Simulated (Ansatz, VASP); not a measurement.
**AlH5 in VASP and in Ansatz**

```
Al H
1.0
     3.45525    0.00000    0.00000
     0.00000    3.45525    0.00000
     0.00000    0.00000    3.45525
Al H
1 5
Direct
  0.50000 0.50000 0.50000
  0.21763 0.21763 0.21763
  0.78237 0.78237 0.21763
  0.78237 0.21763 0.78237
  0.21763 0.78237 0.78237
  0.00000 0.00000 0.00000
```

Alike in both runs: functional PBE; k mesh 4 × 4 × 4; occupations gaussian, width 0.1 eV; no spin polarisation.

Ansatz relaxed the structure, and its values are those at the end. VASP's run is a single point on that final structure, the one shown.

|  | VASP | Ansatz |
| --- | --- | --- |
| version | VASP 6.6.1 | Ansatz 0.2.0 |
| potentials or method | VASP PAW PBE potentials, release 64 (Al, H), cutoff 520 eV | scalar-relativistic, plane waves, PAW |
| valence electrons in the cell | 8 | 8 |

```csv
,VASP,Ansatz,Ansatz less VASP
gap on the k mesh at the Fermi level (eV),none,none,-
pressure (GPa),-0.2,0.0,+0.26
rms of the force components (eV/Å),0.029,0.025,-0.0038
```

A gap of «none» marks a metal or a gap that the smearing closes. The functional is the same, so the differences come from potentials, cutoffs and numerics.

The k mesh is coarse, so the values compare programs but aren't converged.
